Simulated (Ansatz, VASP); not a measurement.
# Two plane-wave programs on GaSb

```xyz
2
Lattice="-1.6594 2.5686 2.8747 1.6594 -2.5686 2.8747 1.6594 2.5686 -2.8747" Properties=species:S:1:pos:R:3 pbc="T T T"
Ga    0.0000    0.0000    0.0000
Sb    0.0000    0.0000    2.8747
```

Change from the starting cell: volume 24.506 Å^3 an atom, stretch along a over the lengths across it, relative to the relaxed cell 1.0271.

Alike in both runs: task single point; functional LDA; k mesh 18 × 18 × 18; occupations gaussian, width 0.15 eV; no spin polarisation.

|  | VASP | Ansatz |
| --- | --- | --- |
| version | VASP 6.6.1 | Ansatz 0.2.0 |
| potentials or method | VASP PAW LDA potentials, release 64 (Ga_d, Sb), cutoff 520 eV | scalar-relativistic, plane waves, PAW |
| valence electrons in the cell | 18 | 28 |

Ansatz gave:

| Quantity | Value |
| --- | --- |
| gap on the k mesh at the Fermi level (eV) | none |
| pressure (GPa) | -5.2 |
| traceless stress, the component that is largest in VASP (GPa) | 0.61 |

Question: Which values does VASP return?

Answer: gap on the k mesh at the Fermi level (eV): none; pressure (GPa): -5.1; traceless stress, the component that is largest in VASP (GPa): 0.63.

Ansatz warns that its potentials were made for another functional, while VASP's fit it. LDA's correlation is that of Perdew and Zunger in VASP and of Perdew and Wang (1992) in Ansatz. A gap of «none» marks a metal or a gap that the smearing closes. VASP's potentials hold 18 valence electrons a cell and Ansatz's 28, so a difference there can come from the potentials and not from the codes.

Neither program's run includes spin-orbit coupling.
